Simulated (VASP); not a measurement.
A run of VASP 6.6.1 is set up as follows.

INCAR

```
SYSTEM = Re
ALGO     = Normal         ! electronic algorithm
EDIFF    = 1E-7           ! SCF threshold, eV
EDIFFG   = -0.005         ! ionic threshold
ENCUT    = 600            ! plane-wave cutoff, eV
GGA      = CA             ! functional
IBRION   = 2              ! ionic algorithm
ISIF     = 3              ! what is computed and relaxed
ISMEAR   = -1             ! smearing method
LASPH    = .TRUE.         ! aspherical terms in the spheres
LCHARG   = .FALSE.        ! write CHGCAR
LREAL    = .FALSE.        ! projectors in reciprocal space
LWAVE    = .FALSE.        ! write WAVECAR
NELM     = 100            ! most SCF steps
NSW      = 60             ! ionic steps
PREC     = Accurate       ! precision mode
SIGMA    = 0.05           ! smearing width, eV
```

Contents of KPOINTS:

```
k-points
0
G
  19 19 19
  0 0 0
```

POSCAR

```
Re
1.0
   -1.5302737773      1.5302737773      1.5302737773
    1.5302737773     -1.5302737773      1.5302737773
    1.5302737773      1.5302737773     -1.5302737773
Re
1
Direct
    0.0000000000      0.0000000000      0.0000000000
```

Potentials or basis: VASP PAW LDA potentials, release 64 (Re).

Launch:

```console
$ cat potpaw_LDA.64/Re/POTCAR > POTCAR
$ mpirun -np 1 vasp_std > vasp.out
```

(1) Estimate the space group after relaxing (to 0.05 Å).

(2) Estimate the relaxed volume.

(3) Estimate the relaxed cell.

Results:

(1) Im-3m (No. 229).

(2) 14.52 Å³/atom.

(3) a = 2.662 Å, b = 2.662 Å, c = 2.662 Å, α = 109.47°, β = 109.47°, γ = 109.47°.
